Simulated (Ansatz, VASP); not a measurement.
# FeNi3 in VASP and in Ansatz

```
Fe Ni
1.0
     3.51042    0.00000    0.00000
     0.00000    3.51042    0.00000
     0.00000    0.00000    3.51042
Fe Ni
1 3
Direct
  0.00000 0.00000 0.00000
  0.00000 0.50000 0.50000
  0.50000 0.50000 0.00000
  0.50000 0.00000 0.50000
```

Alike in both runs: task single point; functional PBE; k mesh 6 × 6 × 6; occupations gaussian, width 0.1 eV; collinear spin.

|  | VASP | Ansatz |
| --- | --- | --- |
| version | VASP 6.6.1 | Ansatz 0.2.0 |
| potentials or method | VASP PAW PBE potentials, release 64 (Fe, Ni), cutoff 520 eV | scalar-relativistic, plane waves, PAW |
| valence electrons in the cell | 38 | 70 |

VASP gave:

| Quantity | Value |
| --- | --- |
| gap on the k mesh at the Fermi level (eV) | none |
| pressure (GPa) | 6.1 |
| net moment per atom (μB) | 1.22 |
| size of the moment on the site where the two differ most (μB) | 0.66 |

**Question.** Estimate Ansatz's values.

**Answer.** gap on the k mesh at the Fermi level (eV): none; pressure (GPa): 6.2; net moment per atom (μB): 1.22; size of the moment on the site where the two differ most (μB): 0.71.

Site moments also hang on the region over which each program counts them. A gap of «none» marks a metal or a gap that the smearing closes. With one functional, cell and mesh, what is left measures potentials, basis and numerics. VASP's potentials hold 38 valence electrons a cell and Ansatz's 70, so a difference there can come from the potentials and not from the codes. Ansatz's warnings: seeded moment not kept.
